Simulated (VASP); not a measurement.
# MgPdC4N4 (P-43m) in VASP: further runs, part 2 of 3

VASP 6.6.1. Earlier steps stand in the parts before.

**3. Single point, PBE**

This run uses another cell than the first one, of 21.40 Å³/atom.

The input, INCAR:

```
SYSTEM = MgPdC4N4
ALGO = Normal
EDIFF = 1E-7
ENCUT = 520
GGA = PE
ISIF = 2
ISMEAR = 0
LASPH = .TRUE.
LCHARG = .FALSE.
LREAL = .FALSE.
LWAVE = .FALSE.
NBANDS = 35
NELM = 100
PREC = Accurate
SIGMA = 0.1
```

The input, KPOINTS:

```
k-points
0
G
  4 4 4
  0 0 0
```

The input, POSCAR:

```
MgPdC4N4
1.0
    5.9813487900      0.0000000000      0.0000000000
    0.0000000000      5.9813487900      0.0000000000
    0.0000000000      0.0000000000      5.9813487900
Mg Pd C N
1 1 4 4
Direct
    0.0000000000      0.0000000000      0.0000000000
    0.5000000000      0.5000000000      0.5000000000
    0.1911196900      0.1911196900      0.1911196900
    0.1911196900      0.8088803100      0.8088803100
    0.8088803100      0.1911196900      0.8088803100
    0.8088803100      0.8088803100      0.1911196900
    0.3040540500      0.3040540500      0.3040540500
    0.3040540500      0.6959459500      0.6959459500
    0.6959459500      0.3040540500      0.6959459500
    0.6959459500      0.6959459500      0.3040540500
```

Potentials or basis: VASP PAW PBE potentials, release 64 (Mg, Pd, C, N).

Command:

```sh
$ cat potpaw_PBE.64/Mg/POTCAR potpaw_PBE.64/Pd/POTCAR potpaw_PBE.64/C/POTCAR potpaw_PBE.64/N/POTCAR > POTCAR
$ mpirun -np 1 vasp_std > vasp.out
```

OUTCAR:

```text
SYSTEM = MgPdC4N4
   EDIFF = 1E-7
   ENCUT = 520
   GGA = PE
   ISIF = 2
   ISMEAR = 0
   LASPH = .TRUE.
   LREAL = .FALSE.
   NELM = 100
   PREC = Accurate

 ion  position               nearest neighbor table
   1  0.000  0.000  0.000-   3 1.98   4 1.98   5 1.98   6 1.98
   2  0.500  0.500  0.500-   7 2.03   8 2.03   9 2.03  10 2.03
   3  0.191  0.191  0.191-   7 1.17   1 1.98
   4  0.191  0.809  0.809-   8 1.17   1 1.98
   5  0.809  0.191  0.809-   9 1.17   1 1.98
   6  0.809  0.809  0.191-  10 1.17   1 1.98
   7  0.304  0.304  0.304-   3 1.17   2 2.03
   8  0.304  0.696  0.696-   4 1.17   2 2.03
   9  0.696  0.304  0.696-   5 1.17   2 2.03
  10  0.696  0.696  0.304-   6 1.17   2 2.03

  LATTYP: Found a simple cubic cell.
 ALAT       =     5.9813487900

  Lattice vectors:

 A1 = (   5.9813487900,   0.0000000000,   0.0000000000)
 A2 = (   0.0000000000,   5.9813487900,   0.0000000000)
 A3 = (   0.0000000000,   0.0000000000,   5.9813487900)

Analysis of symmetry for initial positions (statically):
=====================================================================
 Subroutine PRICEL returns:
 Original cell was already a primitive cell.

 Routine SETGRP: Setting up the symmetry group for a
 simple cubic supercell.

 Subroutine GETGRP returns: Found 24 space group operations
 (whereof 24 operations were pure point group operations)
 out of a pool of 48 trial point group operations.

The static configuration has the point symmetry T_d .

Analysis of symmetry for dynamics (positions and initial velocities):
=====================================================================
 Subroutine PRICEL returns:
 Original cell was already a primitive cell.

 Routine SETGRP: Setting up the symmetry group for a
 simple cubic supercell.

 Subroutine GETGRP returns: Found 24 space group operations
 (whereof 24 operations were pure point group operations)
 out of a pool of 48 trial point group operations.

The dynamic configuration has the point symmetry T_d .

 Subroutine INISYM returns: Found 24 space group operations
 (whereof 24 operations are pure point group operations),
 and found     1 'primitive' translations

----------------------------------------------------------------------------------------

                                     Primitive cell

  volume of cell :     213.9919

  direct lattice vectors                    reciprocal lattice vectors
     5.981348790  0.000000000  0.000000000     0.167186371  0.000000000  0.000000000
     0.000000000  5.981348790  0.000000000     0.000000000  0.167186371  0.000000000
     0.000000000  0.000000000  5.981348790     0.000000000  0.000000000  0.167186371

  length of vectors
     5.981348790  5.981348790  5.981348790     0.167186371  0.167186371  0.167186371

  position of ions in fractional coordinates (direct lattice)
     0.000000000  0.000000000  0.000000000
     0.500000000  0.500000000  0.500000000
     0.191119690  0.191119690  0.191119690
     0.191119690  0.808880310  0.808880310
     0.808880310  0.191119690  0.808880310
     0.808880310  0.808880310  0.191119690
[... 52 lines left out ...]
  0.250000  0.250000  0.250000      8.000000
  0.500000  0.250000  0.250000     12.000000
  0.500000  0.500000  0.250000      6.000000
  0.500000  0.500000  0.500000      1.000000
   k-points           NKPTS =     10   k-points in BZ     NKDIM =     10   number of bands    NBANDS=     35
   number of dos      NEDOS =    301   number of ions     NIONS =     10
   total plane-waves  NPLWV = 110592
   dimension x,y,z NGX =    48 NGY =   48 NGZ =   48
   dimension x,y,z NGXF=    96 NGYF=   96 NGZF=   96
   ions per type =               1   1   4   4
   NGX,Y,Z   is equivalent  to a cutoff of  13.34, 13.34, 13.34 a.u.
   NGXF,Y,Z  is equivalent  to a cutoff of  26.68, 26.68, 26.68 a.u.
 SYSTEM =  MgPdC4N4
   PREC   = accura    normal or accurate (medium, high low for compatibility)
   ISTART =      0    job   : 0-new  1-cont  2-samecut
   ICHARG =      2    charge: 1-file 2-atom 10-const
   ISPIN  =      1    spin polarized calculation?
   LNONCOLLINEAR =      F non collinear calculations
   LSORBIT =      F    spin-orbit coupling
   LASPH  =      T    aspherical Exc in radial PAW
   ENCUT  =  520.0 eV  38.22 Ry    6.18 a.u.  11.12 11.12 11.12*2*pi/ulx,y,z
   NELM   =    100;   NELMIN=  2; NELMDL= -5     # of ELM steps
   EDIFF  = 0.1E-06   stopping-criterion for ELM
   LREAL  =      F    real-space projection
   EDIFFG = 0.1E-05   stopping-criterion for IOM
   NSW    =      0    number of steps for IOM
   IBRION =     -1    ionic relax: 0-MD 1-quasi-New 2-CG
   NFREE  =      0    steps in history (QN), initial steepest desc. (CG)
   ISIF   =      2    stress and relaxation
   ISYM   =      2    0-nonsym 1-usesym 2-fastsym
   POTIM  = 0.5000    time-step for ionic-motion
   TEBEG  =    0.0;   TEEND  =   0.0 temperature during run
   PSTRESS=    0.0 pullay stress
   NELECT =      48.0000    total number of electrons
   NUPDOWN=      -1.0000    fix difference up-down
   EMIN   =  10.00;   EMAX   =-10.00  energy-range for DOS
   EFERMI =   0.00;   METHOD = LEGACY
   ISMEAR =     0;   SIGMA  =   0.10  broadening in eV -4-tet -1-fermi 0-gaus
   EFERMI_NEDOS =   21; number of points for ismear=-14 and -15
   IALGO  =     38    algorithm
   IMIX   =      4    mixing-type and parameters
     AMIX     =   0.40;   BMIX     =  1.00
     AMIX_MAG =   1.60;   BMIX_MAG =  1.00
  volume/ion in A,a.u.               =      21.40       144.41
  Fermi-wavevector in a.u.,A,eV,Ry     =   0.994694  1.879699 13.461821  0.989416
  Thomas-Fermi vector in A             =   2.126663
   LORBIT       =      0    0 simple, 1 ext, 2 COOP (PROOUT), +10 PAW based schemes
   GGA     = PE    functional components
   LHFCALC =     F    Hartree Fock is set to
   AEXX    =    0.0000 exact exchange contribution
   IVDW    =     0    specifies the selected vdW correction
   LEPSILON=     F    determine dielectric tensor
   LRPA    =     F    only Hartree local field effects (RPA)
 non-spin polarized calculation
 Gauss-broadening in eV      SIGMA  =   0.10
  energy-cutoff  :      520.00
  volume of cell :      213.99
 maximum number of plane-waves:      5832
 NGX is ok and might be reduce to    48
   NGX = 23   NGY = 23   NGZ = 23

 number of electron      48.0000002 magnetization

 Free energy of the ion-electron system (eV)
  ---------------------------------------------------
  ext. energy  EPLUGINS =         0.00000000
  ---------------------------------------------------
  free energy    TOTEN  =       -70.44238521 eV

  energy without entropy =      -70.31876216  energy(sigma->0) =      -70.38057369

 E-fermi :  -1.8210     XC(G=0):  -6.9470

 val. band max:       -1.8218452415   @ k =   0.5000   0.2500   0.2500
 cond. band min:      -1.8138561614   @ k =   0.5000   0.2500   0.0000
 fundamental gap:      0.0079890801
 Fermi energy:        -1.8209989773

 k-point     1 :       0.0000    0.0000    0.0000
  band No.  band energies     occupation
      1     -18.7117      2.00000
      2     -18.6128      2.00000
      3     -18.6128      2.00000
      4     -18.6128      2.00000
      5      -8.9789      2.00000
      6      -8.4962      2.00000
[... 369 lines left out ...]
     34       6.0956      0.00000
     35       6.3065      0.00000

------------------------ aborting loop because EDIFF is reached ----------------------------------------

  FORCE on cell =-STRESS in cart. coord.  units (eV):
  Direction    XX          YY          ZZ          XY          YZ          ZX
  --------------------------------------------------------------------------------------
  -------------------------------------------------------------------------------------
  Total        7.8452625      7.8452625      7.8452625     -0.0000000      0.0000000     -0.0000000
  in kB       58.7382059     58.7382059     58.7382059     -0.0000000      0.0000000     -0.0000000
  external PRESSURE =      58.7382059 kB  Pullay stress =       0.0000000 kB

 VOLUME and BASIS-vectors are now :
 -----------------------------------------------------------------------------
  energy-cutoff  :      520.00
  volume of cell :      213.99
      direct lattice vectors                 reciprocal lattice vectors
     5.981348790  0.000000000  0.000000000     0.167186371  0.000000000  0.000000000
     0.000000000  5.981348790  0.000000000     0.000000000  0.167186371  0.000000000
     0.000000000  0.000000000  5.981348790     0.000000000  0.000000000  0.167186371

 POSITION                                       TOTAL-FORCE (eV/Angst)
 -----------------------------------------------------------------------------------
      0.00000      0.00000      0.00000         0.000000      0.000000     -0.000000
      2.99067      2.99067      2.99067         0.000000      0.000000     -0.000000
      1.14315      1.14315      1.14315         1.042234      1.042234      1.042234
      1.14315      4.83820      4.83820         1.042234     -1.042234     -1.042234
      4.83820      1.14315      4.83820        -1.042234      1.042234     -1.042234
      4.83820      4.83820      1.14315        -1.042234     -1.042234      1.042234
      1.81865      1.81865      1.81865        -0.049076     -0.049076     -0.049076
      1.81865      4.16270      4.16270        -0.049076      0.049076      0.049076
      4.16270      1.81865      4.16270         0.049076     -0.049076      0.049076
      4.16270      4.16270      1.81865         0.049076      0.049076     -0.049076
 -----------------------------------------------------------------------------------
    total drift:                               -0.000000     -0.000000     -0.000000

  FREE ENERGIE OF THE ION-ELECTRON SYSTEM (eV)
  ---------------------------------------------------
  free  energy   TOTEN  =       -70.4423852092 eV

  energy  without entropy=      -70.3187621647  energy(sigma->0) =      -70.38057369
```

Wall time 50 s (1 thread of AMD EPYC 9R45 (Zen 5), shared host); peak memory 0.33 GiB.

What came out:

| Item | Value |
| --- | --- |
| Free energy | -70.4424 eV |
| Pressure | 5.9 GPa |
| Largest force | 1.805 eV/Å |
| Band gap on the k mesh | zero (bands 24 and 25 overlap by 0.24 eV) |

Forces on the atoms (eV/Å):
```
Mg   0.000  0.000  0.000
Pd   0.000  0.000  0.000
C    1.042  1.042  1.042
C    1.042 -1.042 -1.042
C   -1.042  1.042 -1.042
C   -1.042 -1.042  1.042
N   -0.049 -0.049 -0.049
N   -0.049  0.049  0.049
N    0.049 -0.049  0.049
N    0.049  0.049 -0.049
```

Caveat: the cell stands under pressure; forces of over 1 eV/Å act on the atoms, so gaps and moduli don't describe the material at rest.

**4. Single point, PBE, collinear spin**

This run uses another cell than the first one, of 21.40 Å³/atom.

The input, INCAR:

```
SYSTEM = MgPdC4N4
PREC = Accurate ; ENCUT = 520
EDIFF = 1E-6 ; ISMEAR = 0
SIGMA = 0.1 ; LREAL = .FALSE.
LASPH = .TRUE. ; NELM = 150
ALGO = Normal ; ISIF = 2
LWAVE = .FALSE. ; LCHARG = .FALSE.
ISPIN = 2 ; MAGMOM = 0 1 0 0 0 0 0 0 0 0
LORBIT = 11 ; LMAXMIX = 4
GGA = PE ; NBANDS = 39
```

The input, KPOINTS:

```
regular mesh
0
G
  4 4 4
  0 0 0
```

POSCAR is that of step 3.

Command:

```sh
$ cat potpaw_PBE.64/Mg/POTCAR potpaw_PBE.64/Pd/POTCAR potpaw_PBE.64/C/POTCAR potpaw_PBE.64/N/POTCAR > POTCAR
$ mpirun -np 1 vasp_std > vasp.out
```

It took 1.7 min on 1 thread of AMD EPYC 9R45 (Zen 5), shared host; peak memory 0.45 GiB.

The run converged. Its results:

| Quantity | Value |
| --- | --- |
| Free energy | -70.7814 eV |
| Pressure | 6.0 GPa |
| Largest force | 1.931 eV/Å |
| Band gap on the k mesh | zero (filled and empty bands overlap) |
| Net moment | 2.00 μB per cell |
| Site moments | Mg +0.01; Pd +1.28; C +0.04; N +0.08 μB |
| Valence electrons inside the program's atomic spheres | Mg 0.55; Pd 9.34; C 2.61; N 3.88 |

Forces on the atoms (eV/Å):
```
Mg   0.000  0.000  0.000
Pd   0.000  0.000  0.000
C    1.115  1.115  1.115
C    1.115 -1.115 -1.115
C   -1.115  1.115 -1.115
C   -1.115 -1.115  1.115
N   -0.175 -0.175 -0.175
N   -0.175  0.175  0.175
N    0.175 -0.175  0.175
N    0.175  0.175 -0.175
```

Levels at points of the mesh, in eV from the Fermi level:
Spin up:
```
           k point  band 21  band 22  band 23  band 24  band 25  band 26  band 27  band 28  band 29  band 30
(0.00, 0.00, 0.00)    -1.98    -1.98    -0.95    -0.95    -0.95     4.04     4.04     4.04     4.63     4.63
(0.50, 0.00, 0.00)    -1.83    -1.79    -0.92    -0.72    -0.72     4.09     4.09     4.31     4.43     4.50
(0.50, 0.50, 0.00)    -1.85    -1.69    -0.96    -0.71    -0.71     4.27     4.27     4.34     4.40     4.65
(0.50, 0.50, 0.50)    -1.79    -1.79    -0.92    -0.92    -0.92     4.36     4.36     4.36     4.74     4.74
```
Spin down:
```csv
k point,band 21,band 22,band 23,band 24,band 25,band 26
"(0.00, 0.00, 0.00)",-1.59,-1.59,-0.10,-0.10,-0.10,4.21
"(0.50, 0.00, 0.00)",-1.48,-1.41,-0.03,0.12,0.12,4.21
"(0.50, 0.50, 0.00)",-1.48,-1.34,-0.06,0.14,0.14,4.35
"(0.50, 0.50, 0.50)",-1.44,-1.44,-0.03,-0.03,-0.03,4.50
```

Caveat: the cell stands under pressure; forces of over 1 eV/Å act on the atoms, so gaps and moduli don't describe the material at rest.

(Part 2 of 3 ends here.)

The gap in the log of VASP goes by the Fermi energy; the results here count the filled bands.